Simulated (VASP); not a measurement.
# YHSe (P-6m2) in VASP: a series of runs, part 2 of 2

VASP 6.6.1.

### 4 Single point, LDA (strain -0.080 along x and y, +0.080 along z)

INCAR reads:

```
  ALGO = Normal
  EDIFF = 1E-6
  ENCUT = 520
  ISIF = 2
  ISMEAR = 0
  LASPH = True
  LCHARG = False
  LREAL = False
  LWAVE = False
  NBANDS = 16
  NELM = 60
  PREC = Accurate
  SIGMA = 0.05
```

KPOINTS reads:

```
k-points
0
Gamma
  9 9 8
```

POSCAR reads:

```
YHSe
1.0
    3.5336568289      0.0000000000      0.0000000000
   -1.7668284145      3.0602365821      0.0000000000
    0.0000000000      0.0000000000      4.2287935248
Y H Se
1 1 1
Direct
    0.0000000000      0.0000000000      0.0000000000
    0.3333333333      0.6666666667      0.0000000000
    0.6666666667      0.3333333333      0.5000000000
```

Potentials or basis: VASP PAW LDA potentials, release 64 (Y_sv, H, Se).

Started as:

```bash
cat potpaw_LDA.64/Y_sv/POTCAR potpaw_LDA.64/H/POTCAR potpaw_LDA.64/Se/POTCAR > POTCAR
mpirun -np 1 vasp_std > vasp.out
```

OUTCAR:

```text
EDIFF = 1E-6
   ENCUT = 520
   ISIF = 2
   ISMEAR = 0
   LASPH = True
   LREAL = False
   NELM = 60
   PREC = Accurate

 ion  position               nearest neighbor table
   1  0.000  0.000  0.000-   2 2.04   2 2.04   2 2.04   3 2.94   3 2.94   3 2.94   3 2.94   3 2.94
                             3 2.94
   2  0.333  0.667  0.000-   1 2.04   1 2.04   1 2.04
   3  0.667  0.333  0.500-   1 2.94   1 2.94   1 2.94   1 2.94   1 2.94   1 2.94

  LATTYP: Found a hexagonal cell.
 ALAT       =     3.5336568289
 C/A-ratio  =     1.1967187901

  Lattice vectors:

 A1 = (   3.5336568289,   0.0000000000,   0.0000000000)
 A2 = (  -1.7668284145,   3.0602365821,   0.0000000000)
 A3 = (   0.0000000000,   0.0000000000,   4.2287935248)

Analysis of symmetry for initial positions (statically):
=====================================================================
 Subroutine PRICEL returns:
 Original cell was already a primitive cell.

 Routine SETGRP: Setting up the symmetry group for a
 hexagonal supercell.

 Subroutine GETGRP returns: Found 12 space group operations
[... 167 lines left out ...]

 E-fermi :   4.8587     XC(G=0): -10.9178

 val. band max:        4.5007004340   @ k =   0.0000   0.0000   0.5000
 cond. band min:       5.8630282410   @ k =   0.3333   0.3333   0.0000
 fundamental gap:      1.3623278070
 Fermi energy:         4.8587194468

 k-point     1 :       0.0000    0.0000    0.0000
  band No.  band energies     occupation
      1     -37.0871      2.00000
      2     -17.2632      2.00000
      3     -17.0245      2.00000
      4     -17.0245      2.00000
      5      -8.8218      2.00000
      6      -0.1665      2.00000
[... 433 lines left out ...]
      3     -17.4705      2.00000
      4     -17.1528      2.00000
      5      -7.2694      2.00000
      6       0.0396      2.00000
[... 8 lines left out ...]
     15      13.1550      0.00000
     16      14.2178      0.00000

 [... further k-points ...]

------------------------ aborting loop because EDIFF is reached ----------------------------------------

  FORCE on cell =-STRESS in cart. coord.  units (eV):
  Direction    XX          YY          ZZ          XY          YZ          ZX
  --------------------------------------------------------------------------------------
  -------------------------------------------------------------------------------------
  Total        3.8213196      3.8213196     -4.6490950     -0.0000000     -0.0000000      0.0000000
  in kB      133.8838194    133.8838194   -162.8857727     -0.0000000     -0.0000000      0.0000000
  external PRESSURE =      34.9606220 kB  Pullay stress =       0.0000000 kB

 VOLUME and BASIS-vectors are now :
 -----------------------------------------------------------------------------
  energy-cutoff  :      520.00
  volume of cell :       45.73
      direct lattice vectors                 reciprocal lattice vectors
     3.533656829  0.000000000  0.000000000     0.282992958  0.163386061  0.000000000
    -1.766828414  3.060236582  0.000000000     0.000000000  0.326772121  0.000000000
     0.000000000  0.000000000  4.228793525     0.000000000  0.000000000  0.236474066

 POSITION                                       TOTAL-FORCE (eV/Angst)
 -----------------------------------------------------------------------------------
      0.00000      0.00000      0.00000        -0.000000      0.000000      0.000000
     -0.00000      2.04016      0.00000        -0.000000     -0.000000      0.000000
      1.76683      1.02008      2.11440         0.000000     -0.000000      0.000000
 -----------------------------------------------------------------------------------
    total drift:                               -0.000000      0.000000      0.000000

  FREE ENERGIE OF THE ION-ELECTRON SYSTEM (eV)
  ---------------------------------------------------
  free  energy   TOTEN  =       -18.8324423421 eV

  energy  without entropy=      -18.8324423421  energy(sigma->0) =      -18.83244234
```

OSZICAR:

```text
N       E                     dE             d eps       ncg     rms          rms(c)
DAV:   1     0.601848067128E+02    0.60185E+02   -0.89728E+03  1920   0.107E+03
DAV:   2    -0.166407059570E+02   -0.76826E+02   -0.73709E+02  2528   0.213E+02
DAV:   3    -0.199210812407E+02   -0.32804E+01   -0.32653E+01  2648   0.351E+01
DAV:   4    -0.200010635578E+02   -0.79982E-01   -0.79969E-01  2408   0.541E+00
DAV:   5    -0.200031254157E+02   -0.20619E-02   -0.20618E-02  2608   0.711E-01    0.347E+01
DAV:   6    -0.190184859101E+02    0.98464E+00   -0.11591E+00  2352   0.646E+00    0.239E+01
DAV:   7    -0.188778221445E+02    0.14066E+00   -0.11225E+00  2632   0.635E+00    0.353E+00
DAV:   8    -0.188340997434E+02    0.43722E-01   -0.26033E-01  2224   0.311E+00    0.520E-01
DAV:   9    -0.188325217706E+02    0.15780E-02   -0.14812E-02  2280   0.762E-01    0.198E-01
DAV:  10    -0.188324635647E+02    0.58206E-04   -0.93494E-04  2544   0.202E-01    0.155E-01
DAV:  11    -0.188324446231E+02    0.18942E-04   -0.74482E-05  2248   0.676E-02    0.291E-02
DAV:  12    -0.188324426477E+02    0.19754E-05   -0.15813E-05  2392   0.244E-02    0.133E-02
DAV:  13    -0.188324423421E+02    0.30563E-06   -0.15539E-06  1680   0.851E-03
   1 F= -.18832442E+02 E0= -.18832442E+02  d E =-.471094E-26
```

stdout:

```text
POSCAR found type information on POSCAR Y H Se
 POSCAR found :  3 types and       3 ions
 scaLAPACK will be used
 LDA part: xc-table for (Slater(with rela. corr.)+CA(PZ))
 , standard interpolation
 POSCAR, INCAR and KPOINTS ok, starting setup
 FFT: planning ... GRIDC
 FFT: planning ... GRID_SOFT
 FFT: planning ... GRID
 WAVECAR not read
 entering main loop
```

Run time: 20 s. Hardware: 1 thread of Intel Xeon Platinum 8488C (Sapphire Rapids), shared host; peak memory 0.19 GiB.

What came out:

| Item | Value |
| --- | --- |
| Free energy | -18.8324 eV |
| Pressure | 3.5 GPa |
| Band gap on the k mesh | 1.36 eV (least direct gap 1.83 eV) |

Caveat: the cell differs from its parent crystal (strain -0.080 along x and y, +0.080 along z); the stress differs along the axes, from -16 to 13 GPa. A k mesh can miss the band edges.

### 5 Single point, LDA (strain +0.000 along x and y, -0.080 along z)

INCAR reads:

```
PREC = Accurate
ENCUT = 520
EDIFF = 1E-7
ISMEAR = 0
SIGMA = 0.05
LREAL = F
LASPH = T
NELM = 60
ALGO = Normal
ISIF = 2
LWAVE = F
LCHARG = F
NBANDS = 16
```

KPOINTS reads:

```
Automatic mesh
0
Gamma
  9 9 8
```

POSCAR reads:

```
YHSe
1.0
    3.8409313358      0.0000000000      0.0000000000
   -1.9204656679      3.3263441110      0.0000000000
    0.0000000000      0.0000000000      3.6023055952
Y H Se
1 1 1
Direct
    0.0000000000      0.0000000000      0.0000000000
    0.3333333333      0.6666666667      0.0000000000
    0.6666666667      0.3333333333      0.5000000000
```

Potentials or basis: VASP PAW LDA potentials, release 64 (Y_sv, H, Se).

Started as:

```bash
cat potpaw_LDA.64/Y_sv/POTCAR potpaw_LDA.64/H/POTCAR potpaw_LDA.64/Se/POTCAR > POTCAR
mpirun -np 1 vasp_std > vasp.out
```

OUTCAR:

```text
PREC = Accurate
   ENCUT = 520
   EDIFF = 1E-7
   ISMEAR = 0
   LREAL = F
   LASPH = T
   NELM = 60
   ISIF = 2

 ion  position               nearest neighbor table
   1  0.000  0.000  0.000-   2 2.22   2 2.22   2 2.22   3 2.86   3 2.86   3 2.86   3 2.86   3 2.86
                             3 2.86
   2  0.333  0.667  0.000-   1 2.22   1 2.22   1 2.22
   3  0.667  0.333  0.500-   1 2.86   1 2.86   1 2.86   1 2.86   1 2.86   1 2.86

  LATTYP: Found a hexagonal cell.
 ALAT       =     3.8409313358
[... 651 lines left out ...]

  FORCE on cell =-STRESS in cart. coord.  units (eV):
  Direction    XX          YY          ZZ          XY          YZ          ZX
  --------------------------------------------------------------------------------------
  -------------------------------------------------------------------------------------
  Total       -0.6381624     -0.6381624      2.9594513     -0.0000000     -0.0000000      0.0000000
  in kB      -22.2155743    -22.2155743    103.0237857     -0.0000000     -0.0000000      0.0000000
  external PRESSURE =      19.5308791 kB  Pullay stress =       0.0000000 kB

 VOLUME and BASIS-vectors are now :
 -----------------------------------------------------------------------------
  energy-cutoff  :      520.00
  volume of cell :       46.02
      direct lattice vectors                 reciprocal lattice vectors
     3.840931336  0.000000000  0.000000000     0.260353522  0.150315176  0.000000000
    -1.920465668  3.326344111  0.000000000     0.000000000  0.300630352  0.000000000
     0.000000000  0.000000000  3.602305595     0.000000000  0.000000000  0.277599991

 POSITION                                       TOTAL-FORCE (eV/Angst)
 -----------------------------------------------------------------------------------
      0.00000      0.00000      0.00000        -0.000000      0.000000      0.000000
     -0.00000      2.21756      0.00000        -0.000000      0.000000      0.000000
      1.92047      1.10878      1.80115         0.000000      0.000000      0.000000
 -----------------------------------------------------------------------------------
    total drift:                               -0.000000      0.000000      0.000000

  FREE ENERGIE OF THE ION-ELECTRON SYSTEM (eV)
  ---------------------------------------------------
  free  energy   TOTEN  =       -19.2004961405 eV

  energy  without entropy=      -19.2004961405  energy(sigma->0) =      -19.20049614
```

OSZICAR:

```text
N       E                     dE             d eps       ncg     rms          rms(c)
DAV:   1     0.586247646404E+02    0.58625E+02   -0.90673E+03  1920   0.107E+03
DAV:   2    -0.172512136047E+02   -0.75876E+02   -0.73315E+02  2576   0.210E+02
DAV:   3    -0.202155637394E+02   -0.29644E+01   -0.29513E+01  2592   0.337E+01
DAV:   4    -0.202889032474E+02   -0.73340E-01   -0.73323E-01  2496   0.494E+00
DAV:   5    -0.202904837278E+02   -0.15805E-02   -0.15804E-02  2536   0.598E-01    0.326E+01
DAV:   6    -0.193428732404E+02    0.94761E+00   -0.12994E+00  2384   0.651E+00    0.230E+01
DAV:   7    -0.192423748792E+02    0.10050E+00   -0.11660E+00  2584   0.584E+00    0.458E+00
DAV:   8    -0.192031802088E+02    0.39195E-01   -0.32320E-01  2184   0.315E+00    0.353E-01
DAV:   9    -0.192005583860E+02    0.26218E-02   -0.15820E-02  2048   0.788E-01    0.212E-01
DAV:  10    -0.192005184419E+02    0.39944E-04   -0.10126E-03  2664   0.215E-01    0.199E-01
DAV:  11    -0.192005083432E+02    0.10099E-04   -0.76856E-05  2304   0.681E-02    0.339E-02
DAV:  12    -0.192004965092E+02    0.11834E-04   -0.53846E-05  2368   0.402E-02    0.111E-02
DAV:  13    -0.192004961655E+02    0.34368E-06   -0.24457E-06  2480   0.110E-02    0.684E-03
DAV:  14    -0.192004961405E+02    0.25067E-07   -0.46389E-07  2632   0.369E-03
   1 F= -.19200496E+02 E0= -.19200496E+02  d E =-.388240E-12
```

stdout:

```text
POSCAR found type information on POSCAR Y H Se
 POSCAR found :  3 types and       3 ions
 scaLAPACK will be used
 LDA part: xc-table for (Slater(with rela. corr.)+CA(PZ))
 , standard interpolation
 POSCAR, INCAR and KPOINTS ok, starting setup
 FFT: planning ... GRIDC
 FFT: planning ... GRID_SOFT
 FFT: planning ... GRID
 WAVECAR not read
 entering main loop
```

Wall time 25 s (1 thread of Intel Xeon Platinum 8488C (Sapphire Rapids), shared host); peak memory 0.19 GiB.

What came out:

* Free energy: -19.2005 eV
* Pressure: 2.0 GPa
* Band gap on the k mesh: 0.57 eV (least direct gap 1.50 eV)

Caveat: the cell differs from its parent crystal (strain +0.000 along x and y, -0.080 along z); the stress differs along the axes, from -2 to 10 GPa; semilocal functionals underestimate gaps, and a narrow one can read as zero. A k mesh can miss the band edges.

### 6 Single point, LDA (strain -0.040 along x and y, +0.000 along z)

INCAR reads:

```
SYSTEM = YHSe
ALGO = Normal
EDIFF = 1E-6
ENCUT = 520
GGA = CA
ISIF = 2
ISMEAR = 0
LASPH = .TRUE.
LCHARG = .TRUE.
LELF = .TRUE.
LREAL = .FALSE.
LVHAR = .TRUE.
LWAVE = .FALSE.
NBANDS = 16
NELM = 80
PREC = Accurate
SIGMA = 0.05
```

KPOINTS reads:

```
k-points
0
G
  9 9 8
  0 0 0
```

POSCAR reads:

```
YHSe
1.0
    3.6872940824      0.0000000000      0.0000000000
   -1.8436470412      3.1932903466      0.0000000000
    0.0000000000      0.0000000000      3.9155495600
Y H Se
1 1 1
Direct
    0.0000000000      0.0000000000      0.0000000000
    0.3333333333      0.6666666667      0.0000000000
    0.6666666667      0.3333333333      0.5000000000
```

Potentials or basis: VASP PAW LDA potentials, release 64 (Y_sv, H, Se).

Started as:

```bash
cat potpaw_LDA.64/Y_sv/POTCAR potpaw_LDA.64/H/POTCAR potpaw_LDA.64/Se/POTCAR > POTCAR
mpirun -np 1 vasp_std > vasp.out
```

It took 21 s on 1 thread of Intel Xeon Platinum 8488C (Sapphire Rapids), shared host; peak memory 0.2 GiB.

The run converged. Its results:

| Quantity | Value |
| --- | --- |
| Free energy | -19.2602 eV |
| Pressure | 1.7 GPa |
| Band gap on the k mesh | 1.85 eV (least direct gap 1.86 eV) |

Stress tensor (GPa, compression positive):
```
 4.29  0.00  0.00
 0.00  4.29  0.00
 0.00  0.00 -3.50
```

Levels at points of the mesh, in eV from the valence-band top:
```
           k point  band 6  band 7  band 8  band 9  band 10  band 11  band 12  band 13
(0.00, 0.00, 0.00)   -3.83   -1.77   -1.29   -1.29     1.85     4.03     4.03     4.31
(0.00, 0.00, 0.50)   -6.57   -0.83   -0.83    0.00     1.86     1.86     4.10     4.10
```

Caveat: the cell differs from its parent crystal (strain -0.040 along x and y, +0.000 along z); the stress differs along the axes, from -4 to 4 GPa.

### 7 Summary

```csv
cell,gap on the mesh (eV),pressure (GPa)
"a = 3.687, b = 3.687, c = 3.602 Å, angles 90.0, 90.0, 120.0°, 3 atoms",0.91,11.9
"a = 3.534, b = 3.534, c = 4.072 Å, angles 90.0, 90.0, 120.0°, 3 atoms",1.77,7.4
"a = 3.534, b = 3.534, c = 4.229 Å, angles 90.0, 90.0, 120.0°, 3 atoms",1.36,3.5
"a = 3.841, b = 3.841, c = 3.602 Å, angles 90.0, 90.0, 120.0°, 3 atoms",0.57,2.0
"a = 3.687, b = 3.687, c = 3.916 Å, angles 90.0, 90.0, 120.0°, 3 atoms",1.85,1.7
```

Alike in all rows: task single point; level LDA; potentials or basis VASP PAW LDA potentials, release 64 (Y_sv, H, Se); no spin polarisation; k mesh 9 × 9 × 8; cutoff (eV) 520; smearing gaussian 0.05 eV.

Caveats: the stress differs along the axes, from 10 to 16 GPa (at least some runs); the stress differs along the axes, from -9 to 15 GPa (at least some runs); the stress differs along the axes, from -16 to 13 GPa (at least some runs); the stress differs along the axes, from -2 to 10 GPa (at least some runs); semilocal functionals underestimate gaps, and a narrow one can read as zero (at least some runs); the stress differs along the axes, from -4 to 4 GPa (at least some runs).

Total energies depend on the potentials used, so only differences within one code and one set of settings carry meaning.
